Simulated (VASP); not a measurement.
Write the native input for VASP 6.6.1 that does the following.

| Item | Value |
| --- | --- |
| Task | relaxation of cell and atoms |
| Functional | PBE |
| Potentials or basis | VASP PAW PBE potentials, release 64 (Be, Te) |
| Cutoff | 600 eV |
| k mesh | 8 × 8 × 8 |
| Occupations | gaussian, width 0.02 eV |
| Spin | no spin polarisation |
| Dipole correction | no |
| Further INCAR settings | ALGO = Normal; EDIFF = 1e-06; IBRION = 2; EDIFFG = -0.005; NSW = 100; ISIF = 3 |

The structure of BeTe lies in POSCAR:

```
BeTe
1.0
    0.0000000000      2.8314587876      2.8314587876
    2.8314587876      0.0000000000      2.8314587876
    2.8314587876      2.8314587876      0.0000000000
Be Te
1 1
Direct
    0.0000000000      0.0000000000      0.0000000000
    0.7500000000      0.7500000000      0.7500000000
```

These files were run (other wordings do the same):

INCAR

```
SYSTEM = BeTe
ALGO = Normal
EDIFF = 1E-6
EDIFFG = -0.005
ENCUT = 600
GGA = PE
IBRION = 2
ISIF = 3
ISMEAR = 0
LASPH = .TRUE.
LCHARG = .FALSE.
LREAL = .FALSE.
LWAVE = .FALSE.
NELM = 80
NSW = 100
PREC = Accurate
SIGMA = 0.02
```

KPOINTS

```
k-points
0
G
  8 8 8
  0 0 0
```

Potentials or basis: VASP PAW PBE potentials, release 64 (Be, Te).

Launch:

```sh
$ cat potpaw_PBE.64/Be/POTCAR potpaw_PBE.64/Te/POTCAR > POTCAR
$ mpirun -np 1 vasp_std > vasp.out
```

Results of the run:

| Item | Value |
| --- | --- |
| Relaxed volume | 22.78 Å³/atom |
| Relaxed cell | a = 4.009 Å, b = 4.009 Å, c = 4.009 Å, α = 60.00°, β = 60.00°, γ = 60.00° |
| Space group after relaxing (to 0.05 Å) | F-43m (No. 216) |
| Energy gained by relaxing | 0.0 meV/atom |
| Ionic steps | 2 |
| Pressure after relaxing | 0.0 GPa |
| Band gap on the k mesh | 2.02 eV, indirect (least direct gap 3.63 eV) |

Caveat: spin-orbit coupling is left out, which moves the levels of the heavy elements.

Wall time 27 s on 1 thread of Intel Xeon 6975P-C (shared host), peak memory 0.18 GiB.
